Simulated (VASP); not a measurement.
A run of VASP 6.6.1 is set up as follows.

The input INCAR:

```
PREC     = Accurate       # precision mode
ENCUT    = 520            # plane-wave cutoff, eV
EDIFF    = 1E-6           # SCF threshold, eV
ISMEAR   = 0              # smearing method
SIGMA    = 0.15           # smearing width, eV
LREAL    = F              # projectors in reciprocal space
LASPH    = T              # aspherical terms in the spheres
NELM     = 60             # most SCF steps
ALGO     = Normal         # electronic algorithm
ISIF     = 2              # what is computed and relaxed
LWAVE    = F              # write WAVECAR
LCHARG   = F              # write CHGCAR
GGA      = PS             # functional
NBANDS   = 16             # bands
```

The input KPOINTS:

```
regular mesh
0
Gamma
  18 18 18
```

POSCAR

```
GaSb
1.0
    0.0000000000      2.9028333923      2.9028333923
    2.9028333923      0.0000000000      2.9028333923
    2.9028333923      2.9028333923      0.0000000000
Ga Sb
1 1
Direct
    0.0000000000      0.0000000000      0.0000000000
    0.7500000000      0.7500000000      0.7500000000
```

Potentials or basis: VASP PAW PBE potentials, release 64 (Ga_d, Sb).

Run with:

```bash
$ cat potpaw_PBE.64/Ga_d/POTCAR potpaw_PBE.64/Sb/POTCAR > POTCAR
$ mpirun -np 1 vasp_std > vasp.out
```

(1) What does it give for the band gap on the k mesh?

(2) What does it give for the pressure?

Results:

(1) 0.54 eV (least direct gap 1.17 eV).

(2) 11.6 GPa.

Caveat: the cell differs from its parent crystal (strain -0.050 along x and y, -0.050 along z); the cell stands under pressure; the PAW data sets were made with another functional, which shifts forces and pressure a little; spin-orbit coupling is left out, which moves the levels of the heavy elements.
